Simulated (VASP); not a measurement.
# Li2ZrO2 (I4/mmm) in VASP: relaxation of cell and atoms with PBE

Aim: the relaxation of cell and atoms of Li2ZrO2 with PBE.

All numbers are computed with VASP 6.6.1; they aren't measurements. Logs are shortened: lines on timing, memory, paths and dates and some standing lists are left out, and cuts for length are marked.

## 1. The cell of the first run

It takes space group I4/mmm (No. 139, tetragonal). Conventional cell: a = 3.642 Å, b = 3.642 Å, c = 7.119 Å, α = 90.00°, β = 90.00°, γ = 90.00°. Within 2.5 Å of Li (site symmetry 4mm) lie 4 O at 1.91 Å and 1 Zr at 2.37 Å and 1 Li at 2.38 Å. Zr (site symmetry 4/mmm) has 10 Li at 2.37 to 2.84 Å and 8 O at 2.55 Å within 3.1 Å. Within 2.6 Å of O (site symmetry -4m2) lie 4 Li at 1.91 Å and 4 Zr at 2.55 Å and 4 O at 2.58 Å.

The cell was generated, and may not be a known phase.

## 2. Relaxation of cell and atoms, PBE

Input file INCAR:

```
SYSTEM = Li2ZrO2
  PREC = Accurate
  ENCUT = 600
  EDIFF = 1E-7
  ISMEAR = 0
  SIGMA = 0.1
  LREAL = .False.
  LASPH = .True.
  NELM = 60
  ALGO = Normal
  ISIF = 3
  LWAVE = .False.
  LCHARG = .False.
  GGA = PE
  IBRION = 2
  NSW = 100
  EDIFFG = -0.01
```

Input file KPOINTS:

```
regular mesh
0
Gamma
  14 14 14
  0 0 0
```

Input file POSCAR:

```
Li2ZrO2
1.0
   -1.8210376666      1.8210376666      3.5595668889
    1.8210376666     -1.8210376666      3.5595668889
    1.8210376666      1.8210376666     -3.5595668889
Li Zr O
2 1 2
Direct
    0.3331058429      0.3331058429      0.0000000000
    0.6668941571      0.6668941571      0.0000000000
    0.0000000000      0.0000000000      0.0000000000
    0.2500000000      0.7500000000      0.5000000000
    0.7500000000      0.2500000000      0.5000000000
```

Potentials or basis: VASP PAW PBE potentials, release 64 (Li_sv, Zr_sv, O).

On the command line:

```console
$ cat potpaw_PBE.64/Li_sv/POTCAR potpaw_PBE.64/Zr_sv/POTCAR potpaw_PBE.64/O/POTCAR > POTCAR
$ mpirun -np 1 vasp_std > vasp.out
```

OUTCAR:

```text
SYSTEM = Li2ZrO2
   PREC = Accurate
   ENCUT = 600
   EDIFF = 1E-7
   ISMEAR = 0
   LREAL = .False.
   LASPH = .True.
   NELM = 60
   ISIF = 3
   GGA = PE
   IBRION = 2
   NSW = 100
   EDIFFG = -0.01

 ion  position               nearest neighbor table
   1  0.333  0.333  0.000-   4 1.91   5 1.91   4 1.91   5 1.91   3 2.37   2 2.38   3 2.84   3 2.84
                             3 2.84   3 2.84
   2  0.667  0.667  0.000-   4 1.91   5 1.91   4 1.91   5 1.91   3 2.37   1 2.38   3 2.84   3 2.84
                             3 2.84   3 2.84
   3  0.000  0.000  0.000-   1 2.37   2 2.37   5 2.55   4 2.55   4 2.55   5 2.55   4 2.55   5 2.55
                             5 2.55   4 2.55   2 2.84   2 2.84   2 2.84   1 2.84   2 2.84   1 2.84
   4  0.250  0.750  0.500-   1 1.91   2 1.91   1 1.91   2 1.91   3 2.55   3 2.55   3 2.55   3 2.55

   5  0.750  0.250  0.500-   1 1.91   2 1.91   1 1.91   2 1.91   3 2.55   3 2.55   3 2.55   3 2.55

  LATTYP: Found a body centered tetragonal cell.
 ALAT       =     3.6420753332
 C/A-ratio  =     1.9546915224

  Lattice vectors:

 A1 = (  -1.8210376666,   1.8210376666,   3.5595668889)
 A2 = (   1.8210376666,  -1.8210376666,   3.5595668889)
 A3 = (   1.8210376666,   1.8210376666,  -3.5595668889)

Analysis of symmetry for initial positions (statically):
=====================================================================
 Subroutine PRICEL returns:
 Original cell was already a primitive cell.

 Routine SETGRP: Setting up the symmetry group for a
 body centered tetragonal supercell.

 Subroutine GETGRP returns: Found 16 space group operations
 (whereof 16 operations were pure point group operations)
 out of a pool of 16 trial point group operations.

The static configuration has the point symmetry D_4h.

Analysis of symmetry for dynamics (positions and initial velocities):
=====================================================================
 Subroutine PRICEL returns:
 Original cell was already a primitive cell.

 Routine SETGRP: Setting up the symmetry group for a
 body centered tetragonal supercell.

 Subroutine GETGRP returns: Found 16 space group operations
 (whereof 16 operations were pure point group operations)
 out of a pool of 16 trial point group operations.

[... 167 lines left out ...]
 VOLUME and BASIS-vectors are now :
 -----------------------------------------------------------------------------
  energy-cutoff  :      600.00
  volume of cell :       47.22
      direct lattice vectors                 reciprocal lattice vectors
    -1.821037667  1.821037667  3.559566889     0.000000000  0.274568730  0.140466527
     1.821037667 -1.821037667  3.559566889     0.274568730  0.000000000  0.140466527
     1.821037667  1.821037667 -3.559566889     0.274568730  0.274568730  0.000000000

 POSITION                                       TOTAL-FORCE (eV/Angst)
 -----------------------------------------------------------------------------------
      0.00000      0.00000      2.37143         0.000000      0.000000      0.006642
      0.00000      0.00000      4.74771        -0.000000     -0.000000     -0.006642
      0.00000      0.00000      0.00000         0.000000      0.000000     -0.000000
      1.82104      0.00000      1.77978         0.000000      0.000000     -0.000000
      0.00000      1.82104      1.77978         0.000000      0.000000     -0.000000
 -----------------------------------------------------------------------------------
    total drift:                               -0.000000      0.000000      0.000000

  FREE ENERGIE OF THE ION-ELECTRON SYSTEM (eV)
  ---------------------------------------------------
  free  energy   TOTEN  =       -29.7229499018 eV

  energy  without entropy=      -29.7181810684  energy(sigma->0) =      -29.72056549

--------------------------------------- Ionic step        2  -------------------------------------------

 number of electron      29.9999996 magnetization

 Free energy of the ion-electron system (eV)
  ---------------------------------------------------
  ext. energy  EPLUGINS =         0.00000000
  ---------------------------------------------------
  free energy    TOTEN  =       -29.72299058 eV

  energy without entropy =      -29.71823439  energy(sigma->0) =      -29.72061249

 E-fermi :   8.2986     XC(G=0): -11.4497

 val. band max:        8.2876182962   @ k =  -0.4286   0.5000   0.3571
 cond. band min:       8.2999697932   @ k =   0.4286   0.0714   0.0714
 fundamental gap:      0.0123514970
 Fermi energy:         8.2985917921

 k-point     1 :       0.0000    0.0000    0.0000
  band No.  band energies     occupation
      1     -41.9874      2.00000
      2     -37.1335      2.00000
      3     -37.0477      2.00000
      4     -20.0286      2.00000
      5     -19.8953      2.00000
      6     -19.8953      2.00000
[... 505 lines left out ...]
      6     -19.9265      2.00000
[... 11 lines left out ...]
     18      11.0701      0.00000
     19      11.3496      0.00000

 [... further k-points ...]

------------------------ aborting loop because EDIFF is reached ----------------------------------------

  FORCE on cell =-STRESS in cart. coord.  units (eV):
  Direction    XX          YY          ZZ          XY          YZ          ZX
  --------------------------------------------------------------------------------------
  -------------------------------------------------------------------------------------
  Total       -0.0072232     -0.0072232     -0.0019815      0.0000000     -0.0000000      0.0000000
  in kB       -0.2447497     -0.2447497     -0.0671414      0.0000000     -0.0000000      0.0000000
  external PRESSURE =      -0.1855469 kB  Pullay stress =       0.0000000 kB

 VOLUME and BASIS-vectors are now :
 -----------------------------------------------------------------------------
  energy-cutoff  :      600.00
  volume of cell :       47.28
      direct lattice vectors                 reciprocal lattice vectors
    -1.821644860  1.821644860  3.562300816     0.000000000  0.274477211  0.140358725
     1.821644860 -1.821644860  3.562300816     0.274477211  0.000000000  0.140358725
     1.821644860  1.821644860 -3.562300816     0.274477211  0.274477211  0.000000000

 POSITION                                       TOTAL-FORCE (eV/Angst)
 -----------------------------------------------------------------------------------
      0.00000      0.00000      2.37357        -0.000000     -0.000000     -0.002740
      1.82164      1.82164      1.18873         0.000000      0.000000      0.002740
      0.00000      0.00000      7.12460        -0.000000     -0.000000      0.000000
      1.82164      0.00000      1.78115        -0.000000     -0.000000      0.000000
      0.00000      1.82164      1.78115        -0.000000     -0.000000     -0.000000
 -----------------------------------------------------------------------------------
    total drift:                               -0.000000      0.000000      0.000000

  FREE ENERGIE OF THE ION-ELECTRON SYSTEM (eV)
  ---------------------------------------------------
  free  energy   TOTEN  =       -29.7229905823 eV

  energy  without entropy=      -29.7182343918  energy(sigma->0) =      -29.72061249

 reached required accuracy - stopping structural energy minimisation
```

OSZICAR:

```text
N       E                     dE             d eps       ncg     rms          rms(c)
DAV:   1     0.278251448638E+03    0.27825E+03   -0.18125E+04  9272   0.191E+03
DAV:   2    -0.150464187907E+02   -0.29330E+03   -0.28577E+03 11856   0.466E+02
DAV:   3    -0.350847628146E+02   -0.20038E+02   -0.19835E+02 15080   0.102E+02
DAV:   4    -0.363178791978E+02   -0.12331E+01   -0.12246E+01 13615   0.220E+01
[... 16 lines left out ...]
DAV:   4    -0.297229910179E+02    0.52557E-05   -0.47498E-05 13741   0.424E-02    0.169E-02
DAV:   5    -0.297229912264E+02   -0.20845E-06   -0.53693E-06 15488   0.129E-02    0.686E-03
DAV:   6    -0.297229908845E+02    0.34186E-06   -0.28289E-06 15174   0.985E-03    0.252E-03
DAV:   7    -0.297229906486E+02    0.23595E-06   -0.15049E-07  7451   0.354E-03    0.565E-04
DAV:   8    -0.297229905823E+02    0.66287E-07   -0.24321E-08  5929   0.167E-03
   2 F= -.29722991E+02 E0= -.29720612E+02  d E =-.406805E-04
```

CONTCAR:

```text
Li2ZrO2
   1.00000000000000
    -1.8216448602842155    1.8216448602842155    3.5623008158439498
     1.8216448602842155   -1.8216448602842155    3.5623008158439498
     1.8216448602842155    1.8216448602842155   -3.5623008158439498
  Li              Zr              O
     2     1     2
Direct
     0.3331508509908415    0.3331508509908415    0.0000000000000000
     0.6668491490091585    0.6668491490091585    1.0000000000000000
     1.0000000000000000    1.0000000000000000    0.0000000000000000
     0.2500000000000000    0.7500000000000000    0.5000000000000000
     0.7500000000000000    0.2500000000000000    0.5000000000000000

  0.00000000E+00  0.00000000E+00  0.00000000E+00
  0.00000000E+00  0.00000000E+00  0.00000000E+00
  0.00000000E+00  0.00000000E+00  0.00000000E+00
  0.00000000E+00  0.00000000E+00  0.00000000E+00
  0.00000000E+00  0.00000000E+00  0.00000000E+00
```

Wall time 9.1 min (1 thread of Intel Xeon 8259CL, shared host); peak memory 0.42 GiB.

Results:

```yaml
Free_energy: -29.7230 eV
Relaxed_volume: 9.46 Å³/atom
Relaxed_cell: a = 4.396 Å, b = 4.396 Å, c = 4.396 Å, α = 131.04°, β = 131.04°, γ = 71.75°
Space_group_after_relaxing_to_0.1_Å: I4/mmm (No. 139)
Energy_gained_by_relaxing: 0.0 meV/atom
Ionic_steps: 2
Pressure_after_relaxing: 0.0 GPa
Band_gap_on_the_k_mesh: zero (bands 15 and 16 overlap by 0.28 eV)
```

Forces in eV/Å, atoms in the order of the input:
```
Li   0.000  0.000 -0.003
Li   0.000  0.000  0.003
Zr   0.000  0.000  0.000
O    0.000  0.000  0.000
O    0.000  0.000  0.000
```

Final structure:
```
Li Zr O
1.0
    -1.82164    1.82164    3.56230
     1.82164   -1.82164    3.56230
     1.82164    1.82164   -3.56230
Li Zr O
2 1 2
Direct
  0.33315 0.33315 0.00000
  0.66685 0.66685 0.00000
  0.00000 0.00000 0.00000
  0.25000 0.75000 0.50000
  0.75000 0.25000 0.50000
```

Caveat: the cutoff is under 1.25 times the usual one of these potentials, so pressure, stress and relaxed cells hold a basis-set (Pulay) error.
